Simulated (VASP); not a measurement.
A run of VASP 6.6.1:

The input INCAR:

```
SYSTEM = Cr
ALGO = Normal
EDIFF = 1E-7
EDIFFG = -0.01
ENCUT = 500
GGA = RE
GGA_COMPAT = .FALSE.
IBRION = 2
ISIF = 3
ISMEAR = -1
ISPIN = 2
LASPH = .TRUE.
LCHARG = .FALSE.
LMAXMIX = 4
LORBIT = 11
LREAL = .FALSE.
LWAVE = .FALSE.
MAGMOM = 1.5 -1.5
NELM = 200
NELMIN = 4
NSW = 80
PREC = Accurate
SIGMA = 0.05
```

Contents of KPOINTS:

```
k-points
0
G
  12 12 9
  0 0 0
```

POSCAR

```
Cr
1.0
    2.5692628132      0.0000000000      0.0000000000
    0.0000000000      2.5692628132      0.0000000000
    0.0000000000      0.0000000000      3.6334863158
Cr
2
Direct
    0.0000000000      0.0000000000      0.0000000000
    0.5000000000      0.5000000000      0.5000000000
```

Potentials or basis: VASP PAW PBE potentials, release 64 (Cr_pv).

The run is started by

```console
$ cat potpaw_PBE.64/Cr_pv/POTCAR > POTCAR
$ mpirun -np 1 vasp_std > vasp.out
```

Hardware: 1 thread of Intel(R) Xeon(R) 6975P-C (Granite Rapids) (shared host).

Task: Estimate the wall time of this run.

Result: Wall time 8.4 min on 1 thread of Intel(R) Xeon(R) 6975P-C (Granite Rapids) (shared host), peak memory 0.22 GiB. Counts: scf iterations 180, k points 140, ion steps 22.
